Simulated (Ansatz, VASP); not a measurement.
Two plane-wave programs on TiC

```
Ti C
1.0
     0.00000    2.13048    2.13048
     2.13048    0.00000    2.13048
     2.13048    2.13048    0.00000
Ti C
1 1
Direct
  0.00000 0.00000 0.00000
  0.50000 0.50000 0.50000
```

Alike in both runs: functional LDA; k mesh 12 × 12 × 12; occupations fermi-dirac, width 0.1 eV; no spin polarisation.

Ansatz relaxed the structure, and its values are those at the end. VASP's run is a single point on that final structure, the one shown.

|  | VASP | Ansatz |
| --- | --- | --- |
| version | VASP 6.6.1 | Ansatz 0.2.0 |
| potentials or method | VASP PAW LDA potentials, release 64 (Ti_sv, C) | PAW with Ansatz's default frozen-core files, scalar-relativistic |
| plane-wave cutoff (eV) | 520 | 420 |
| valence electrons in the cell | 16 | 16 |

|  | VASP | Ansatz | Ansatz less VASP |
| --- | --- | --- | --- |
| pressure (GPa) | 0.7 | 0.0 | -0.71 |

LDA's correlation is that of Perdew and Zunger in VASP and of Perdew and Wang (1992) in Ansatz.
